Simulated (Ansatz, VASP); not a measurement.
One calculation of CoF, two programs

The input INCAR:

```
ALGO     = Normal         # electronic algorithm
EDIFF    = 1E-6           # SCF threshold, eV
ENCUT    = 520            # plane-wave cutoff, eV
GGA      = PE             # functional
ISIF     = 2              # what is computed and relaxed
ISMEAR   = 0              # smearing method
ISPIN    = 2              # spin polarisation
LASPH    = T              # aspherical terms in the spheres
LCHARG   = F              # write CHGCAR
LMAXMIX  = 4              # l up to which the mixer works
LORBIT   = 11             # projections on sites
LREAL    = F              # projectors in reciprocal space
LWAVE    = F              # write WAVECAR
MAGMOM   = 3 0            # initial moments
NBANDS   = 19             # bands
NELM     = 150            # most SCF steps
PREC     = Accurate       # precision mode
SIGMA    = 0.1            # smearing width, eV
```

File KPOINTS:

```
k-points
0
Gamma
  8 8 8
```

The input POSCAR:

```
CoF
1.0
    0.0000000000      2.1884229441      2.1884229441
    2.1884229441      0.0000000000      2.1884229441
    2.1884229441      2.1884229441      0.0000000000
Co F
1 1
Direct
    0.0000000000      0.0000000000      0.0000000000
    0.5000000000      0.5000000000      0.5000000000
```

Input for Ansatz:

```yaml
crystal:
  lattice:
    - [0.0, 2.1884229441, 2.1884229441]
    - [2.1884229441, 0.0, 2.1884229441]
    - [2.1884229441, 2.1884229441, 0.0]
  atoms:
    - { symbol: Co, position: [0.0, 0.0, 0.0], spin: 3.0 }
    - { symbol: F, position: [0.5, 0.5, 0.5] }
basis:
  ecutwfc: 420
kpoints:
  mp_grid: { grid: [8, 8, 8] }
hamiltonian:
  xc: pbe
scf:
  occupations: { method: gaussian, width: 0.1 }
  lower_state_search: "off"
output:
  forces: true
  stress: true
  eigenvalues: true
  populations: true
magnetization:
  spin_polarized: true
```

Alike in both runs: task single point; functional PBE; k mesh 8 × 8 × 8; occupations gaussian, width 0.1 eV; collinear spin.

|  | VASP | Ansatz |
| --- | --- | --- |
| version | VASP 6.6.1 | Ansatz 0.2.0 |
| potentials or method | VASP PAW PBE potentials, release 64 (Co, F), cutoff 520 eV | scalar-relativistic, plane waves, PAW |
| valence electrons in the cell | 16 | 24 |

|  | VASP | Ansatz | Ansatz less VASP |
| --- | --- | --- | --- |
| gap on the k mesh at the Fermi level (eV) | none | none | - |
| pressure (GPa) | 15.4 | 15.7 | +0.30 |
| net moment per atom (μB) | 1.11 | 1.11 | 0.000 |
| size of the moment on the site where the two differ most (μB) | 2.13 | 2.04 | -0.089 |

Site moments also hang on the region over which each program counts them. A gap of «none» marks a metal or a gap that the smearing closes. With one functional, cell and mesh, what is left measures potentials, basis and numerics. VASP's potentials hold 16 valence electrons a cell and Ansatz's 24, so a difference there can come from the potentials and not from the codes.
